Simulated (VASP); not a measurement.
# Al (I4/mmm) in VASP: further runs, part 2 of 2

VASP 6.6.1.

## 4. Single point, r2SCAN (strain +0.030 along x and y, +0.000 along z)

File POSCAR:

```
Al
1.0
   -1.6389552507      1.6389552507      1.5912186900
    1.6389552507     -1.6389552507      1.5912186900
    1.6389552507      1.6389552507     -1.5912186900
Al
1
Direct
    0.0000000000      0.0000000000      0.0000000000
```

File INCAR.step1:

```
SYSTEM = Al
ALGO     = Normal         ! electronic algorithm
EDIFF    = 1E-4           ! SCF threshold, eV
ENCUT    = 520            ! plane-wave cutoff, eV
GGA      = PE             ! functional
ISMEAR   = 0              ! smearing method
LASPH    = .True.         ! aspherical terms in the spheres
LCHARG   = .False.        ! write CHGCAR
LREAL    = .False.        ! projectors in reciprocal space
LWAVE    = .True.         ! write WAVECAR
NBANDS   = 8              ! bands
NELM     = 80             ! most SCF steps
PREC     = Accurate       ! precision mode
SIGMA    = 0.15           ! smearing width, eV
```

File INCAR.step2:

```
SYSTEM = Al
ALGO     = Normal         ! electronic algorithm
EDIFF    = 1E-6           ! SCF threshold, eV
ENCUT    = 520            ! plane-wave cutoff, eV
ISIF     = 2              ! what is computed and relaxed
ISMEAR   = 0              ! smearing method
ISTART   = 1            
LASPH    = .True.         ! aspherical terms in the spheres
LCHARG   = .True.         ! write CHGCAR
LELF     = .True.         ! ELF
LMIXTAU  = .True.       
LREAL    = .False.        ! projectors in reciprocal space
LVHAR    = .True.       
LWAVE    = .False.        ! write WAVECAR
METAGGA  = R2SCAN         ! meta-GGA
NBANDS   = 8              ! bands
NELM     = 80             ! most SCF steps
PREC     = Accurate       ! precision mode
SIGMA    = 0.15           ! smearing width, eV
```

File KPOINTS:

```
k-points
0
Gamma
  20 20 20
  0 0 0
```

Potentials or basis: VASP PAW PBE potentials, release 64 (Al).

Run with:

```bash
$ cat potpaw_PBE.64/Al/POTCAR > POTCAR
$ cp INCAR.step1 INCAR
$ mpirun -np 1 vasp_std > vasp.out
$ cp INCAR.step2 INCAR
$ mpirun -np 1 vasp_std > vasp.out
```

OUTCAR:

```text
SYSTEM = Al
   EDIFF = 1E-6
   ENCUT = 520
   ISIF = 2
   ISMEAR = 0
   ISTART = 1
   LASPH = .True.
   LREAL = .False.
   METAGGA = R2SCAN
   NELM = 80
   PREC = Accurate

 ion  position               nearest neighbor table
   1  0.000  0.000  0.000-

  LATTYP: Found a body centered tetragonal cell.
 ALAT       =     3.2779105014
 C/A-ratio  =     0.9708737864

  Lattice vectors:

 A1 = (  -1.6389552507,   1.6389552507,   1.5912186900)
 A2 = (   1.6389552507,  -1.6389552507,   1.5912186900)
 A3 = (   1.6389552507,   1.6389552507,  -1.5912186900)

Analysis of symmetry for initial positions (statically):
=====================================================================
 Subroutine PRICEL returns:
 Original cell was already a primitive cell.

 Routine SETGRP: Setting up the symmetry group for a
 body centered tetragonal supercell.

 Subroutine GETGRP returns: Found 16 space group operations
 (whereof 16 operations were pure point group operations)
 out of a pool of 16 trial point group operations.

The static configuration has the point symmetry D_4h.

Analysis of symmetry for dynamics (positions and initial velocities):
=====================================================================
 Subroutine PRICEL returns:
 Original cell was already a primitive cell.

 Routine SETGRP: Setting up the symmetry group for a
 body centered tetragonal supercell.

 Subroutine GETGRP returns: Found 16 space group operations
 (whereof 16 operations were pure point group operations)
 out of a pool of 16 trial point group operations.

The dynamic configuration has the point symmetry D_4h.

 Subroutine INISYM returns: Found 16 space group operations
 (whereof 16 operations are pure point group operations),
 and found     1 'primitive' translations

----------------------------------------------------------------------------------------

                                     Primitive cell

  volume of cell :      17.0972

  direct lattice vectors                    reciprocal lattice vectors
[... 103 lines left out ...]
   IMIX   =      4    mixing-type and parameters
     AMIX     =   0.40;   BMIX     =  1.00
     AMIX_MAG =   1.60;   BMIX_MAG =  1.00
  volume/ion in A,a.u.               =      17.10       115.38
  Fermi-wavevector in a.u.,A,eV,Ry     =   0.916517  1.731966 11.428942  0.840004
  Thomas-Fermi vector in A             =   2.041382
   LORBIT       =      0    0 simple, 1 ext, 2 COOP (PROOUT), +10 PAW based schemes
   METAGGA = R2SCAN    functional components
   LHFCALC =     F    Hartree Fock is set to
   AEXX    =    0.0000 exact exchange contribution
   IVDW    =     0    specifies the selected vdW correction
   LEPSILON=     F    determine dielectric tensor
   LRPA    =     F    only Hartree local field effects (RPA)
 non-spin polarized calculation
 Gauss-broadening in eV      SIGMA  =   0.15
  energy-cutoff  :      520.00
  volume of cell :       17.10
 maximum number of plane-waves:       482
 NGX is ok and might be reduce to    24
   NGX = 11   NGY = 11   NGZ = 11

 number of electron       3.0000000 magnetization

 Free energy of the ion-electron system (eV)
  ---------------------------------------------------
  ext. energy  EPLUGINS =         0.00000000
  ---------------------------------------------------
  free energy    TOTEN  =        -6.61402162 eV

  energy without entropy =       -6.60934461  energy(sigma->0) =       -6.61168312

 E-fermi :   7.6608     XC(G=0): -10.7939

 val. band max:        7.6584397024   @ k =   0.3500   0.2500   0.1500
 cond. band min:       7.6667368344   @ k =   0.4500   0.2500   0.0500
 fundamental gap:      0.0082971321
 Fermi energy:         7.6608116841

 k-point     1 :       0.0000    0.0000    0.0000
  band No.  band energies     occupation
      1      -3.9468      2.00000
      2      21.0108      0.00000
      3      21.7395      0.00000
      4      21.7395      0.00000
      5      22.8828      0.00000
      6      22.8828      0.00000
      7      23.2581      0.00000
      8      24.2043      0.00000
[... 243 lines left out ...]
 k-point    24 :      -0.3500    0.0500    0.0000
  band No.  band energies     occupation
      1      -0.7421      2.00000
      2       9.4242      0.00000
      3      15.5004      0.00000
      4      17.0974      0.00000
      5      19.0572      0.00000
      6      21.0631      0.00000
      7      26.7247      0.00000
      8      28.2097      0.00000

 [... further k-points ...]
[... 5 lines left out ...]
  --------------------------------------------------------------------------------------
  -------------------------------------------------------------------------------------
  Total       -0.4080574     -0.4080574     -0.5419569      0.0000000      0.0000000      0.0000000
  in kB      -38.2391069    -38.2391069    -50.7868464      0.0000000      0.0000000      0.0000000
  external PRESSURE =     -42.4216867 kB  Pullay stress =       0.0000000 kB

 VOLUME and BASIS-vectors are now :
 -----------------------------------------------------------------------------
  energy-cutoff  :      520.00
  volume of cell :       17.10
      direct lattice vectors                 reciprocal lattice vectors
    -1.638955251  1.638955251  1.591218690     0.000000000  0.305072393  0.314224565
     1.638955251 -1.638955251  1.591218690     0.305072393  0.000000000  0.314224565
     1.638955251  1.638955251 -1.591218690     0.305072393  0.305072393  0.000000000

 POSITION                                       TOTAL-FORCE (eV/Angst)
 -----------------------------------------------------------------------------------
      0.00000      0.00000      0.00000         0.000000      0.000000     -0.000000
 -----------------------------------------------------------------------------------
    total drift:                                0.000000      0.000000      0.000000

  FREE ENERGIE OF THE ION-ELECTRON SYSTEM (eV)
  ---------------------------------------------------
  free  energy   TOTEN  =        -6.6140216214 eV

  energy  without entropy=       -6.6093446147  energy(sigma->0) =       -6.61168312
```

OSZICAR.step1:

```text
N       E                     dE             d eps       ncg     rms          rms(c)
DAV:   1    -0.236847643231E+01   -0.23685E+01   -0.84185E+02 10264   0.202E+02
DAV:   2    -0.366935127252E+01   -0.13009E+01   -0.12549E+01 14552   0.181E+01
DAV:   3    -0.367610901329E+01   -0.67577E-02   -0.67514E-02 12776   0.143E+00
DAV:   4    -0.367612883135E+01   -0.19818E-04   -0.19818E-04 14824   0.693E-02
DAV:   5    -0.367612889285E+01   -0.61493E-07   -0.61390E-07 13080   0.266E-03    0.119E+00
DAV:   6    -0.366227084415E+01    0.13858E-01   -0.21072E-03 11176   0.207E-01    0.687E-01
DAV:   7    -0.365263343977E+01    0.96374E-02   -0.62168E-03 11336   0.335E-01    0.134E-01
DAV:   8    -0.365262594673E+01    0.74930E-05   -0.20914E-05 13080   0.314E-02
   1 F= -.36526259E+01 E0= -.36501334E+01  d E =-.498505E-02
```

Run time: 2.9 min. Hardware: 1 thread of Intel Xeon Platinum 8259CL at 2.50GHz (Skylake/Cascade Lake), shared host; peak memory 0.19 GiB.

Results:

- Free energy: -6.6140 eV
- Pressure: -4.2 GPa

Stress tensor (GPa, compression positive):
```
-3.82  0.00  0.00
 0.00 -3.82  0.00
 0.00  0.00 -5.08
```

Levels at points of the mesh, in eV from the Fermi level:
```
           k point  band 1  band 2  band 3  band 4  band 5
(0.00, 0.00, 0.00)  -11.61   13.35   14.08   14.08   15.22
(0.50, 0.00, 0.00)   -4.52   -3.86    8.36    8.39   10.14
(0.50, 0.50, 0.00)   -4.68   -4.15    8.95    9.05   10.90
(0.50, 0.50, 0.50)    1.66    1.66    2.53    2.86    3.13
```

Caveat: the cell differs from its parent crystal (strain +0.030 along x and y, +0.000 along z); the PAW data sets were made with another functional, which shifts forces and pressure a little.

## 5. Overview

| cell | gap on the mesh (eV) | pressure (GPa) |
| --- | --- | --- |
| a = 2.784 Å, angles 109.1, 109.1, 110.3°, 1 atom | none | -2.2 |
| a = 2.798 Å, angles 108.3, 108.3, 111.9°, 1 atom | none | -3.3 |
| a = 2.811 Å, angles 108.7, 108.7, 111.1°, 1 atom | none | -4.2 |

Alike in all rows: task single point; level r2SCAN; potentials or basis VASP PAW PBE potentials, release 64 (Al); no spin polarisation; k mesh 20 × 20 × 20; cutoff (eV) 520; smearing gaussian 0.15 eV.

Caveats: the PAW data sets were made with another functional, which shifts forces and pressure a little.

Total energies depend on the potentials used, so only differences within one code and one set of settings carry meaning.
